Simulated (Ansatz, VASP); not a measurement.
**Fe: VASP beside Ansatz**

Contents of INCAR:

```
SYSTEM = Fe
PREC = Accurate ; ENCUT = 520
EDIFF = 1E-7 ; ISMEAR = -1
SIGMA = 0.1 ; LREAL = .False.
LASPH = .True. ; NELM = 60
ALGO = Normal ; ISIF = 2
LWAVE = .False. ; LCHARG = .False.
NBANDS = 15
```

KPOINTS

```
Automatic mesh
0
Gamma
  17 17 9
  0 0 0
```

POSCAR

```
Fe
1.0
    2.4397994314      0.0000000000      0.0000000000
   -1.2198997157      2.1129282877      0.0000000000
    0.0000000000      0.0000000000      3.8558138056
Fe
2
Direct
    0.3333333333      0.6666666667      0.2500000000
    0.6666666667      0.3333333333      0.7500000000
```

Input for Ansatz:

```yaml
crystal:
  lattice:
    - [2.4397994314, 0.0, 0.0]
    - [-1.2198997157, 2.1129282877, 0.0]
    - [0.0, 0.0, 3.8558138056]
  atoms:
    - { symbol: Fe, position: [0.3333333333, 0.6666666667, 0.25] }
    - { symbol: Fe, position: [0.6666666667, 0.3333333333, 0.75] }
hamiltonian:
  xc: lda
  pseudopotentials:
    kind: paw
    azcp:
      Fe: "pseudopotentials/Fe.paw.azcp"
basis:
  ecutwfc: 420
  fft_grid_basis: typed
kpoints:
  mp_grid: { grid: [17, 17, 9], shift: [0, 0, 0] }
magnetization:
  spin_polarized: false
scf:
  occupations: { method: fermi_dirac, width: 0.1 }
  lower_state_search: "off"
output:
  stress: true
```

Alike in both runs: task single point; functional LDA; k mesh 17 × 17 × 9; occupations fermi-dirac, width 0.1 eV; no spin polarisation.

|  | VASP | Ansatz |
| --- | --- | --- |
| version | VASP 6.6.1 | Ansatz 0.2.0 |
| potentials or method | VASP PAW LDA potentials, release 64 (Fe), cutoff 520 eV | plane waves (420 eV) with PAW, scalar-relativistic |
| valence electrons in the cell | 16 | 32 |

Ansatz gave:

* pressure (GPa): -12.5
* traceless stress, the component that is largest in VASP (GPa): -0.18

Problem. What did VASP give for the same quantities?

Solution. Pressure (GPa): -12.7; traceless stress, the component that is largest in VASP (GPa): -0.31.

Ansatz warns that its potentials were made for another functional, while VASP's fit it. LDA's correlation is that of Perdew and Zunger in VASP and of Perdew and Wang (1992) in Ansatz. VASP's potentials hold 16 valence electrons a cell and Ansatz's 32, so a difference there can come from the potentials and not from the codes.
